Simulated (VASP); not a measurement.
LiBe4:

```
Li Be
1.0
     3.38254    0.00000    0.00000
     0.00000    3.38254    0.00000
     0.00000    0.00000    3.38254
Li Be
1 4
Direct
  0.00000 0.00000 0.00000
  0.00000 0.50000 0.50000
  0.50000 0.00000 0.50000
  0.50000 0.50000 0.00000
  0.50000 0.50000 0.50000
```

```yaml
Program: VASP 6.6.1
Task: relaxation of cell and atoms
Functional: PBE
Potentials_or_basis: VASP PAW PBE potentials, release 64 (Li_sv, Be)
Cutoff: 750 eV
k_mesh: 5 × 5 × 5
Occupations: gaussian, width 0.2 eV
Spin: no spin polarisation
```

At the start: pressure 44.2 GPa; volume 7.74 Å³/atom.

Q: Where does the relaxation end?

A: Over 4 steps the energy falls by 367.7 meV/atom and the volume is 11.27 Å³/atom (+45.5 %); space group Pm-3m (No. 221, to 0.05 Å).

The path:
```tsv
step	energy change (eV)	largest force (eV/Å)	pressure (GPa)	volume (Å³)
1	0.0000	0.0000	44.21	38.70
2	-1.7677	0.0000	5.71	51.94
3	-1.8133	0.0000	-2.84	58.90
4	-1.8384	0.0000	-0.20	56.33
```

Final structure:
```
CELL_PARAMETERS angstrom
3.83327 0.00000 0.00000
0.00000 3.83327 0.00000
0.00000 0.00000 3.83327
ATOMIC_POSITIONS crystal
Li 0.00000 0.00000 0.00000
Be 0.00000 0.50000 0.50000
Be 0.50000 0.00000 0.50000
Be 0.50000 0.50000 0.00000
Be 0.50000 0.50000 0.50000
```

Caveat: the k points lie up to 0.33 Å⁻¹ apart in the final cell; the volume moved by over 15 % at a fixed basis, so the end points are rough.
